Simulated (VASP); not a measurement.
Write the native input for VASP 6.6.1 that does the following.

* Task: single point
* Functional: PBE-based screened hybrid with 20 % exact exchange
* Potentials or basis: VASP PAW PBE potentials, release 64 (Li_sv, S)
* Cutoff: 650 eV
* k mesh: 4 × 4 × 4
* Occupations: gaussian, width 0.01 eV
* Spin: no spin polarisation
* Dipole correction: no
* Grid for exact exchange (PRECFOCK): Normal
* Share of exact exchange: 0.2
* Further INCAR settings: ALGO = Normal; EDIFF = 1e-06; NBANDS = 13
* Screening parameter: 0.1 1/Å

Li2S:

```xyz
3
Lattice="0.0000 2.8453 2.8453 2.8453 0.0000 2.8453 2.8453 2.8453 0.0000" Properties=species:S:1:pos:R:3 pbc="T T T"
Li    1.4226    1.4226    1.4226
Li    4.2679    4.2679    4.2679
S     0.0000    0.0000    0.0000
```

The input as run:

POSCAR

```
Li2S
1.0
    0.0000000000      2.8452943747      2.8452943747
    2.8452943747      0.0000000000      2.8452943747
    2.8452943747      2.8452943747      0.0000000000
Li S
2 1
Direct
    0.2500000000      0.2500000000      0.2500000000
    0.7500000000      0.7500000000      0.7500000000
    0.0000000000      0.0000000000      0.0000000000
```

INCAR.step1

```
ALGO = Normal
EDIFF = 1E-5
ENCUT = 650
GGA = PE
GGA_COMPAT = False
ISIF = 2
ISMEAR = 0
LASPH = True
LREAL = False
LWAVE = True
NBANDS = 13
NELM = 120
PREC = Accurate
SIGMA = 0.01
```

INCAR.step2

```
AEXX = 0.2
ALGO = Normal
EDIFF = 1E-6
ENCUT = 650
GGA = PE
GGA_COMPAT = False
HFSCREEN = 0.1
ISIF = 2
ISMEAR = 0
ISTART = 1
LASPH = True
LCHARG = True
LELF = True
LHFCALC = True
LREAL = False
LVHAR = True
LWAVE = False
NBANDS = 13
NELM = 120
PREC = Accurate
PRECFOCK = Normal
SIGMA = 0.01
```

KPOINTS

```
k-points
0
Gamma
  4 4 4
```

Potentials or basis: VASP PAW PBE potentials, release 64 (Li_sv, S).

The run is started by

```bash
$ cat potpaw_PBE.64/Li_sv/POTCAR potpaw_PBE.64/S/POTCAR > POTCAR
$ cp INCAR.step1 INCAR
$ mpirun -np 1 vasp_std > vasp.out
$ cp INCAR.step2 INCAR
$ mpirun -np 1 vasp_std > vasp.out
```

It gave:

The pressure is -0.5 GPa and the band gap on the k mesh is 4.41 eV (least direct gap 5.40 eV).

Caveat: the k points lie up to 0.48 Å⁻¹ apart; the PAW data sets were made with another functional, which shifts forces and pressure a little.

Run time: 2.3 min on 1 thread of AMD EPYC 9R45 96-Core Processor (Zen 5) (shared host), peak memory 0.27 GiB.
